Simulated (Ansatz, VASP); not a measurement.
**Two plane-wave programs on BaTiO3**

INCAR

```
SYSTEM = BaTiO3
PREC = Accurate ; ENCUT = 520
EDIFF = 1E-6 ; ISMEAR = 0
SIGMA = 0.05 ; LREAL = .FALSE.
LASPH = .TRUE. ; NELM = 100
ALGO = Normal ; ISIF = 2
LWAVE = .FALSE. ; LCHARG = .FALSE.
GGA = PE ; NBANDS = 28
```

The input KPOINTS:

```
Automatic mesh
0
G
  8 8 8
  0 0 0
```

File POSCAR:

```
BaTiO3
1.0
    4.0192501416      0.0000000000      0.0000000000
    0.0000000000      4.0192501416      0.0000000000
    0.0000000000      0.0000000000      3.8383838852
Ba Ti O
1 1 3
Direct
    0.5000000000      0.5000000000      0.5000000000
    0.0000000000      0.0000000000      0.0000000000
    0.5000000000      0.0000000000      0.0000000000
    0.0000000000      0.5000000000      0.0000000000
    0.0000000000      0.0000000000      0.5000000000
```

Input for Ansatz:

```yaml
crystal:
  lattice:
    - [4.0192501416, 0.0, 0.0]
    - [0.0, 4.0192501416, 0.0]
    - [0.0, 0.0, 3.8383838852]
  atoms:
    - { symbol: Ba, position: [0.5, 0.5, 0.5] }
    - { symbol: Ti, position: [0.0, 0.0, 0.0] }
    - { symbol: O, position: [0.5, 0.0, 0.0] }
    - { symbol: O, position: [0.0, 0.5, 0.0] }
    - { symbol: O, position: [0.0, 0.0, 0.5] }
basis:
  ecutwfc: 420
kpoints:
  mp_grid: { grid: [8, 8, 8] }
hamiltonian:
  xc: pbe
scf:
  occupations: { method: gaussian, width: 0.05 }
output:
  forces: true
  stress: true
  eigenvalues: true
```

Change from the starting cell: strain -0.0450 x Voigt [0, 0, 1, 0, 0, 0], atoms carried along.

Alike in both runs: task single point; functional PBE; k mesh 8 × 8 × 8; occupations gaussian, width 0.05 eV; no spin polarisation.

|  | VASP | Ansatz |
| --- | --- | --- |
| version | VASP 6.6.1 | Ansatz 0.2.0 |
| potentials or method | VASP PAW PBE potentials, release 64 (Ba_sv, Ti_sv, O), cutoff 520 eV | scalar-relativistic, plane waves, PAW |
| valence electrons in the cell | 40 | 40 |

VASP gave:

```
gap on the k mesh at the Fermi level (eV)                     : 1.70
least direct gap on the mesh (eV)                             : 1.82
pressure (GPa)                                                : 10.9
traceless stress, the component that is largest in VASP (GPa) : 7.49
```

**Question.** What did Ansatz give for the same quantities?

**Answer.** gap on the k mesh at the Fermi level (eV): 1.77; least direct gap on the mesh (eV): 1.86; pressure (GPa): 8.9; traceless stress, the component that is largest in VASP (GPa): 7.27.

Spin-orbit coupling is off throughout.
